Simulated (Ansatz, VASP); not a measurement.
## Mg3Sn2Ir in VASP and in Ansatz

The input INCAR:

```
SYSTEM = Mg3Sn2Ir
ALGO = Normal
EDIFF = 1E-6
ENCUT = 520
GGA = PE
ISIF = 2
ISMEAR = 0
ISPIN = 2
LASPH = .TRUE.
LCHARG = .TRUE.
LELF = .TRUE.
LMAXMIX = 4
LORBIT = 11
LREAL = .FALSE.
LVHAR = .TRUE.
LWAVE = .FALSE.
MAGMOM = 0 0 0 0 0 1
NBANDS = 34
NELM = 150
PREC = Accurate
SIGMA = 0.1
```

The input KPOINTS:

```
k-points
0
G
  6 6 2
  0 0 0
```

Contents of POSCAR:

```
Mg3Sn2Ir
1.0
    3.1602703517      0.0000000000      0.0000000000
    0.0000000000      3.1602703517      0.0000000000
    0.0000000000      0.0000000000     12.6470807821
Mg Sn Ir
3 2 1
Direct
    0.0000000000      0.0000000000      0.8793578086
    0.0000000000      0.0000000000      0.1206421914
    0.0000000000      0.0000000000      0.5000000000
    0.5000000000      0.5000000000      0.3160563783
    0.5000000000      0.5000000000      0.6839436217
    0.5000000000      0.5000000000      0.0000000000
```

Input for Ansatz:

```yaml
crystal:
  lattice:
    - [3.1602703517, 0.0, 0.0]
    - [0.0, 3.1602703517, 0.0]
    - [0.0, 0.0, 12.6470807821]
  atoms:
    - { symbol: Mg, position: [0.0, 0.0, 0.8793578086] }
    - { symbol: Mg, position: [0.0, 0.0, 0.1206421914] }
    - { symbol: Mg, position: [0.0, 0.0, 0.5] }
    - { symbol: Sn, position: [0.5, 0.5, 0.3160563783] }
    - { symbol: Sn, position: [0.5, 0.5, 0.6839436217] }
    - { symbol: Ir, position: [0.5, 0.5, 0.0], spin: 1.0 }
basis:
  ecutwfc: 420
kpoints:
  mp_grid: { grid: [6, 6, 2] }
hamiltonian:
  xc: pbe
scf:
  occupations: { method: gaussian, width: 0.1 }
  lower_state_search: "off"
output:
  forces: true
  stress: true
  eigenvalues: true
  populations: true
magnetization:
  spin_polarized: true
```

Alike in both runs: task single point; functional PBE; k mesh 6 × 6 × 2; occupations gaussian, width 0.1 eV; collinear spin.

|  | VASP | Ansatz |
| --- | --- | --- |
| version | VASP 6.6.1 | Ansatz 0.2.0 |
| potentials or method | VASP PAW PBE potentials, release 64 (Mg, Sn_d, Ir), cutoff 520 eV | scalar-relativistic, plane waves, PAW |
| valence electrons in the cell | 43 | 75 |

```csv
,VASP,Ansatz,Ansatz less VASP
gap on the k mesh at the Fermi level (eV),none,none,-
pressure (GPa),-0.2,0.0,+0.13
"traceless stress, the component that is largest in VASP (GPa)",0.30,0.35,+0.047
rms of the force components (eV/Å),0.010,0.012,+0.0024
net moment per atom (μB),0.00,0.00,0.000
```

Atom by atom the forces differ by 0.003 eV/Å (rms over components). A gap of «none» marks a metal or a gap that the smearing closes. With one functional, cell and mesh, what is left measures potentials, basis and numerics. VASP's potentials hold 43 valence electrons a cell and Ansatz's 75, so a difference there can come from the potentials and not from the codes. Ansatz's warnings: seeded moment not kept.

Neither program's run includes spin-orbit coupling.
